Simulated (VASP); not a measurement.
# BiW (P6_3/mmc) in VASP: a series of runs

The runs below take BiW through single point, with PBE.

All numbers are computed with VASP 6.6.1; they aren't measurements. Logs are shortened: lines on timing, memory, paths and dates and some standing lists are left out, and cuts for length are marked.

## 1. The cell of the first run

Symmetry: P6_3/mmc, No. 194, hexagonal system. Conventional cell: a = 4.770 Å, b = 4.770 Å, c = 5.187 Å, α = 90.00°, β = 90.00°, γ = 120.00°. Within 3.4 Å of W (site symmetry -3m) lie 2 W at 2.59 Å and 6 Bi at 3.04 Å. Bi (site symmetry -6m2) has 6 W at 3.04 Å and 6 Bi at 3.78 Å within 4.0 Å.

## 2. Single point, PBE (25.55 Å³/atom)

INCAR reads:

```
ALGO = Fast
EDIFF = 1E-6
ENCUT = 520
GGA = PE
ISIF = 2
ISMEAR = 0
LASPH = T
LCHARG = F
LREAL = F
LWAVE = F
NBANDS = 37
NELM = 80
PREC = Accurate
SIGMA = 0.05
```

KPOINTS reads:

```
k-points
0
Gamma
  10 10 6
```

POSCAR reads:

```
BiW
1.0
    4.7697563886      0.0000000000      0.0000000000
   -2.3848781943      4.1307302024      0.0000000000
    0.0000000000      0.0000000000      5.1866605662
W Bi
2 2
Direct
    0.0000000000      0.0000000000      0.0000000000
    0.0000000000      0.0000000000      0.5000000000
    0.3333333333      0.6666666667      0.2500000000
    0.6666666667      0.3333333333      0.7500000000
```

Potentials or basis: VASP PAW PBE potentials, release 64 (W_sv, Bi_d).

Command:

```
$ cat potpaw_PBE.64/W_sv/POTCAR potpaw_PBE.64/Bi_d/POTCAR > POTCAR
$ mpirun -np 1 vasp_std > vasp.out
```

OUTCAR:

```text
EDIFF = 1E-6
   ENCUT = 520
   GGA = PE
   ISIF = 2
   ISMEAR = 0
   LASPH = T
   LREAL = F
   NELM = 80
   PREC = Accurate

 ion  position               nearest neighbor table
   1  0.000  0.000  0.000-   2 2.59   2 2.59   4 3.04   3 3.04   4 3.04   3 3.04   4 3.04   3 3.04

   2  0.000  0.000  0.500-   1 2.59   1 2.59   4 3.04   3 3.04   4 3.04   3 3.04   4 3.04   3 3.04

   3  0.333  0.667  0.250-   1 3.04   2 3.04   1 3.04   2 3.04   1 3.04   2 3.04   4 3.78   4 3.78
                             4 3.78   4 3.78   4 3.78   4 3.78
   4  0.667  0.333  0.750-   1 3.04   2 3.04   1 3.04   2 3.04   1 3.04   2 3.04   3 3.78   3 3.78
                             3 3.78   3 3.78   3 3.78   3 3.78

  LATTYP: Found a hexagonal cell.
 ALAT       =     4.7697563886
 C/A-ratio  =     1.0874057590

  Lattice vectors:

 A1 = (   4.7697563886,   0.0000000000,   0.0000000000)
 A2 = (  -2.3848781943,   4.1307302024,   0.0000000000)
 A3 = (   0.0000000000,   0.0000000000,   5.1866605662)

Analysis of symmetry for initial positions (statically):
=====================================================================
 Subroutine PRICEL returns:
 Original cell was already a primitive cell.

 Routine SETGRP: Setting up the symmetry group for a
 hexagonal supercell.

 Subroutine GETGRP returns: Found 24 space group operations
 (whereof 12 operations were pure point group operations)
 out of a pool of 24 trial point group operations.

The static configuration has the point symmetry D_3d.
 The point group associated with its full space group is D_6h.

Analysis of symmetry for dynamics (positions and initial velocities):
=====================================================================
 Subroutine PRICEL returns:
 Original cell was already a primitive cell.

 Routine SETGRP: Setting up the symmetry group for a
 hexagonal supercell.

 Subroutine GETGRP returns: Found 24 space group operations
 (whereof 12 operations were pure point group operations)
 out of a pool of 24 trial point group operations.

The dynamic configuration has the point symmetry D_3d.
 The point group associated with its full space group is D_6h.

 Subroutine INISYM returns: Found 24 space group operations
 (whereof 12 operations are pure point group operations),
 and found     1 'primitive' translations

----------------------------------------------------------------------------------------

                                     Primitive cell

  volume of cell :     102.1906

  direct lattice vectors                    reciprocal lattice vectors
     4.769756389  0.000000000  0.000000000     0.209654313  0.121043974  0.000000000
    -2.384878194  4.130730202  0.000000000     0.000000000  0.242087948  0.000000000
     0.000000000  0.000000000  5.186660566     0.000000000  0.000000000  0.192802283

  length of vectors
     4.769756389  4.769756389  5.186660566     0.242087948  0.242087948  0.192802283

  position of ions in fractional coordinates (direct lattice)
     0.000000000  0.000000000  0.000000000
     0.000000000  0.000000000  0.500000000
     0.333333333  0.666666667  0.250000000
     0.666666667  0.333333333  0.750000000

  ion indices of the primitive-cell ions
   primitive index   ion index
                 1           1
                 2           2
                 3           3
                 4           4

----------------------------------------------------------------------------------------

 KPOINTS: k-points

Automatic generation of k-mesh.
 Grid dimensions read from file:
 generate k-points for:   10   10    6

 Generating k-lattice:

  Cartesian coordinates                     Fractional coordinates (reciprocal lattice)
     0.020965431  0.012104397  0.000000000     0.100000000 -0.000000000  0.000000000
     0.000000000  0.024208795  0.000000000     0.000000000  0.100000000  0.000000000
     0.000000000  0.000000000  0.032133714     0.000000000  0.000000000  0.166666667

  Length of vectors
     0.024208795  0.024208795  0.032133714

  Shift w.r.t. Gamma in fractional coordinates (k-lattice)
     0.000000000  0.000000000  0.000000000

 Subroutine IBZKPT returns following result:
 ===========================================

 Found     56 irreducible k-points:

 Following reciprocal coordinates:
            Coordinates               Weight
  0.000000  0.000000  0.000000      1.000000
  0.100000  0.000000  0.000000      6.000000
  0.200000  0.000000  0.000000      6.000000
  0.300000 -0.000000  0.000000      6.000000
  0.400000 -0.000000  0.000000      6.000000
  0.500000  0.000000  0.000000      3.000000
[... 16 lines left out ...]
  0.300000  0.100000  0.166667     24.000000
  0.400000  0.100000  0.166667     24.000000
 [... further k-points ...]
   k-points           NKPTS =     56   k-points in BZ     NKDIM =     56   number of bands    NBANDS=     37
   number of dos      NEDOS =    301   number of ions     NIONS =      4
   total plane-waves  NPLWV =  51840
   dimension x,y,z NGX =    36 NGY =   36 NGZ =   40
   dimension x,y,z NGXF=    72 NGYF=   72 NGZF=   80
   ions per type =               2   2
   NGX,Y,Z   is equivalent  to a cutoff of  12.55, 12.55, 12.82 a.u.
   NGXF,Y,Z  is equivalent  to a cutoff of  25.10, 25.10, 25.64 a.u.
 SYSTEM =  unknown system
   PREC   = accura    normal or accurate (medium, high low for compatibility)
   ISTART =      0    job   : 0-new  1-cont  2-samecut
   ICHARG =      2    charge: 1-file 2-atom 10-const
   ISPIN  =      1    spin polarized calculation?
   LNONCOLLINEAR =      F non collinear calculations
   LSORBIT =      F    spin-orbit coupling
   LASPH  =      T    aspherical Exc in radial PAW
   ENCUT  =  520.0 eV  38.22 Ry    6.18 a.u.   8.87  8.87  9.64*2*pi/ulx,y,z
   NELM   =     80;   NELMIN=  2; NELMDL= -5     # of ELM steps
   EDIFF  = 0.1E-05   stopping-criterion for ELM
   LREAL  =      F    real-space projection
[... 7 lines left out ...]
   TEBEG  =    0.0;   TEEND  =   0.0 temperature during run
   PSTRESS=    0.0 pullay stress
   NELECT =      58.0000    total number of electrons
   NUPDOWN=      -1.0000    fix difference up-down
   EMIN   =  10.00;   EMAX   =-10.00  energy-range for DOS
   EFERMI =   0.00;   METHOD = LEGACY
   ISMEAR =     0;   SIGMA  =   0.05  broadening in eV -4-tet -1-fermi 0-gaus
   EFERMI_NEDOS =   21; number of points for ismear=-14 and -15
   IALGO  =     68    algorithm
   IMIX   =      4    mixing-type and parameters
     AMIX     =   0.40;   BMIX     =  1.00
     AMIX_MAG =   1.60;   BMIX_MAG =  1.00
  volume/ion in A,a.u.               =      25.55       172.40
  Fermi-wavevector in a.u.,A,eV,Ry     =   1.355441  2.561412 24.996891  1.837220
  Thomas-Fermi vector in A             =   2.482528
   LORBIT       =      0    0 simple, 1 ext, 2 COOP (PROOUT), +10 PAW based schemes
   GGA     = PE    functional components
   LHFCALC =     F    Hartree Fock is set to
   AEXX    =    0.0000 exact exchange contribution
   IVDW    =     0    specifies the selected vdW correction
   LEPSILON=     F    determine dielectric tensor
   LRPA    =     F    only Hartree local field effects (RPA)
 non-spin polarized calculation
 RMM-DIIS sequential band-by-band and
 Gauss-broadening in eV      SIGMA  =   0.05
  energy-cutoff  :      520.00
  volume of cell :      102.19
 maximum number of plane-waves:      2780
 NGX is ok and might be reduce to    36
   NGX = 17   NGY = 17   NGZ = 19

 number of electron      57.9999992 magnetization

 Free energy of the ion-electron system (eV)
  ---------------------------------------------------
  ext. energy  EPLUGINS =         0.00000000
  ---------------------------------------------------
  free energy    TOTEN  =       -29.59357231 eV

  energy without entropy =      -29.58863436  energy(sigma->0) =      -29.59110333

 E-fermi :   7.5790     XC(G=0): -10.9570

 val. band max:        7.5751267838   @ k =   0.5000   0.0000   0.5000
 cond. band min:       7.5845066208   @ k =   0.2000   0.0000   0.0000
 fundamental gap:      0.0093798370
 Fermi energy:         7.5790160664

 k-point     1 :       0.0000    0.0000    0.0000
  band No.  band energies     occupation
      1     -66.2655      2.00000
      2     -66.1531      2.00000
      3     -31.0404      2.00000
      4     -30.5409      2.00000
      5     -30.5409      2.00000
      6     -30.3770      2.00000
[... 29 lines left out ...]
     36      12.5547      0.00000
     37      13.1690      0.00000

 k-point     2 :       0.1000    0.0000    0.0000
  band No.  band energies     occupation
      1     -66.2656      2.00000
      2     -66.1531      2.00000
      3     -31.0403      2.00000
      4     -30.5412      2.00000
      5     -30.5409      2.00000
      6     -30.3771      2.00000
[... 29 lines left out ...]
     36      12.2243      0.00000
     37      12.2514      0.00000

 k-point     3 :       0.2000    0.0000    0.0000
  band No.  band energies     occupation
      1     -66.2656      2.00000
      2     -66.1531      2.00000
      3     -31.0402      2.00000
      4     -30.5418      2.00000
      5     -30.5410      2.00000
      6     -30.3774      2.00000
[... 29 lines left out ...]
     36      11.8183      0.00000
     37      12.1605      0.00000

 k-point     4 :       0.3000   -0.0000    0.0000
  band No.  band energies     occupation
      1     -66.2655      2.00000
      2     -66.1531      2.00000
      3     -31.0400      2.00000
      4     -30.5427      2.00000
      5     -30.5410      2.00000
      6     -30.3778      2.00000
[... 29 lines left out ...]
     36      12.0969      0.00000
     37      12.3895      0.00000
[... 683 lines left out ...]
      1     -66.2581      2.00000
      2     -66.1607      2.00000
      3     -30.9534      2.00000
      4     -30.5314      2.00000
      5     -30.5303      2.00000
      6     -30.3888      2.00000
[... 29 lines left out ...]
     36      11.9181      0.00000
     37      12.6943      0.00000

 k-point    23 :       0.3000    0.1000    0.1667
  band No.  band energies     occupation
      1     -66.2581      2.00000
      2     -66.1607      2.00000
      3     -30.9532      2.00000
      4     -30.5321      2.00000
      5     -30.5304      2.00000
      6     -30.3892      2.00000
[... 29 lines left out ...]
     36      12.2095      0.00000
     37      12.8892      0.00000

 k-point    24 :       0.4000    0.1000    0.1667
  band No.  band energies     occupation
      1     -66.2581      2.00000
      2     -66.1607      2.00000
      3     -30.9531      2.00000
      4     -30.5325      2.00000
      5     -30.5305      2.00000
      6     -30.3894      2.00000
[... 29 lines left out ...]
     36      12.3807      0.00000
     37      13.1182      0.00000

 [... further k-points ...]

------------------------ aborting loop because EDIFF is reached ----------------------------------------

  FORCE on cell =-STRESS in cart. coord.  units (eV):
  Direction    XX          YY          ZZ          XY          YZ          ZX
  --------------------------------------------------------------------------------------
  -------------------------------------------------------------------------------------
  Total       -4.0172020     -4.0172020     -3.8880042      0.0000000     -0.0000000      0.0000000
  in kB      -62.9830081    -62.9830081    -60.9574017      0.0000000     -0.0000000      0.0000000
  external PRESSURE =     -62.3078060 kB  Pullay stress =       0.0000000 kB

 VOLUME and BASIS-vectors are now :
 -----------------------------------------------------------------------------
  energy-cutoff  :      520.00
  volume of cell :      102.19
      direct lattice vectors                 reciprocal lattice vectors
     4.769756389  0.000000000  0.000000000     0.209654313  0.121043974  0.000000000
    -2.384878194  4.130730202  0.000000000     0.000000000  0.242087948  0.000000000
     0.000000000  0.000000000  5.186660566     0.000000000  0.000000000  0.192802283

 POSITION                                       TOTAL-FORCE (eV/Angst)
 -----------------------------------------------------------------------------------
      0.00000      0.00000      0.00000         0.000000      0.000000      0.000000
      0.00000      0.00000      2.59333         0.000000      0.000000      0.000000
     -0.00000      2.75382      1.29667         0.000000     -0.000000      0.000000
      2.38488      1.37691      3.89000        -0.000000      0.000000     -0.000000
 -----------------------------------------------------------------------------------
    total drift:                               -0.000000      0.000000     -0.000000

  FREE ENERGIE OF THE ION-ELECTRON SYSTEM (eV)
  ---------------------------------------------------
  free  energy   TOTEN  =       -29.5935723128 eV

  energy  without entropy=      -29.5886343564  energy(sigma->0) =      -29.59110333
```

Run time: 79 s. Hardware: 1 thread of Intel Xeon 6975P-C (Granite Rapids), shared host; peak memory 0.33 GiB.

Results:

| Quantity | Value |
| --- | --- |
| Free energy | -29.5936 eV |
| Pressure | -6.2 GPa |
| Band gap on the k mesh | zero (bands 29 and 30 overlap by 1.29 eV) |

Caveat: the cell stands under tension; spin-orbit coupling is left out, which moves the levels of the heavy elements.

## 3. Single point, PBE (26.26 Å³/atom)

This run uses another cell than the first one, of 26.26 Å³/atom.

INCAR reads:

```
SYSTEM = BiW
PREC = Accurate
ENCUT = 520
EDIFF = 1E-6
ISMEAR = 0
SIGMA = 0.05
LREAL = .FALSE.
LASPH = .TRUE.
NELM = 80
ALGO = Fast
ISIF = 2
LWAVE = .FALSE.
LCHARG = .FALSE.
GGA = PE
NBANDS = 37
```

KPOINTS reads:

```
regular mesh
0
G
  10 10 6
  0 0 0
```

POSCAR reads:

```
BiW
1.0
    4.8305530658      0.0000000000      0.0000000000
   -2.4152765329      4.1833816693      0.0000000000
    0.0000000000      0.0000000000      5.1987079019
W Bi
2 2
Direct
    0.0000000000      0.0000000000      0.0000000000
    0.0000000000      0.0000000000      0.5000000000
    0.3333333333      0.6666666667      0.2500000000
    0.6666666667      0.3333333333      0.7500000000
```

Potentials or basis: VASP PAW PBE potentials, release 64 (W_sv, Bi_d).

Command:

```
$ cat potpaw_PBE.64/W_sv/POTCAR potpaw_PBE.64/Bi_d/POTCAR > POTCAR
$ mpirun -np 1 vasp_std > vasp.out
```

It took 82 s on 1 thread of Intel Xeon 6975P-C (Granite Rapids), shared host; peak memory 0.34 GiB.

The run converged. Its results:

```yaml
Free_energy: -29.4641 eV
Pressure: -8.2 GPa
Band_gap_on_the_k_mesh: zero (bands 29 and 30 overlap by 1.24 eV)
```

Stress tensor (GPa, compression positive):
```
-8.30  0.00  0.00
 0.00 -8.30  0.00
 0.00  0.00 -8.08
```

Levels at points of the mesh, in eV from the Fermi level:
```tsv
k point	band 26	band 27	band 28	band 29	band 30	band 31	band 32	band 33
(0.00, 0.00, 0.00)	-1.96	0.14	0.14	0.38	0.38	1.87	2.51	2.72
(0.50, 0.00, 0.00)	-1.54	-1.38	-1.17	-0.79	0.61	0.61	0.80	3.26
(0.00, 0.00, 0.50)	-1.72	-0.46	-0.46	-0.46	-0.46	-0.35	-0.35	3.89
(0.50, 0.00, 0.50)	-1.50	0.00	0.00	0.04	0.04	0.14	0.14	2.33
```

Caveat: the cell stands under tension; spin-orbit coupling is left out, which moves the levels of the heavy elements.

(Part 1 of 2 ends here.)

The gap in the log of VASP goes by the Fermi energy; the results here count the filled bands.